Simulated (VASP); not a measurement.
**WSe2: single point with PBE+D3(BJ)**

Crystal: WSe2.

```xyz
6
Lattice="3.2790 0.0000 0.0000 -1.6395 2.8397 0.0000 0.0000 0.0000 12.7886" Properties=species:S:1:pos:R:3 pbc="T T T"
W     1.6395    0.9466    3.1974
W     0.0000    1.8931    9.5912
Se    0.0000    1.8931    4.8817
Se    1.6395    0.9466   11.2755
Se    0.0000    1.8931    1.5132
Se    1.6395    0.9466    7.9069
```

| Quantity | Value |
| --- | --- |
| Program | VASP 6.6.1 |
| Task | single point |
| Functional | PBE |
| Dispersion | D3(BJ) |
| Potentials or basis | VASP PAW PBE potentials, release 64 (W_sv, Se) |
| Cutoff | 520 eV |
| k mesh | 12 × 12 × 2 |
| Occupations | gaussian, width 0.02 eV |
| Spin | no spin polarisation |
| Dipole correction | no |
| Further INCAR settings | ALGO = Normal; EDIFF = 1e-06; NBANDS = 35 |

```
Pressure                   : 0.3 GPa
Largest force              : 0.049 eV/Å
Band gap on the k mesh     : 0.89 eV (least direct gap 1.56 eV)
Dispersion energy per atom : -0.475 eV
```

Forces on the atoms (eV/Å):
```
W    0.000  0.000  0.000
W    0.000  0.000  0.000
Se   0.000  0.000  0.049
Se   0.000  0.000  0.049
Se   0.000  0.000 -0.049
Se   0.000  0.000 -0.049
```

Stress tensor (GPa, compression positive):
```
0.29 0.00 0.00
0.00 0.29 0.00
0.00 0.00 0.41
```

Levels at points of the mesh, in eV from the valence-band top:
```
           k point  band 22  band 23  band 24  band 25  band 26  band 27  band 28  band 29  band 30  band 31
(0.00, 0.00, 0.00)    -1.46    -1.46    -1.20    -0.96     0.00     2.63     2.63     2.68     2.68     2.69
(0.50, 0.00, 0.00)    -2.45    -1.49    -1.38    -1.31    -1.06     2.15     2.20     2.27     2.69     2.91
(0.00, 0.00, 0.50)    -1.50    -1.50    -1.50    -0.21    -0.20     2.63     2.63     2.63     2.63     2.84
(0.50, 0.00, 0.50)    -2.62    -1.37    -1.37    -1.22    -1.22     2.17     2.17     2.52     2.52     3.35
```

It took 92 s on 1 thread of AMD EPYC 9R45 96-Core Processor (Zen 5), on a shared host, peak memory 0.28 GiB.

Caveat: spin-orbit coupling is left out, which moves the levels of the heavy elements. A k mesh can miss the band edges.
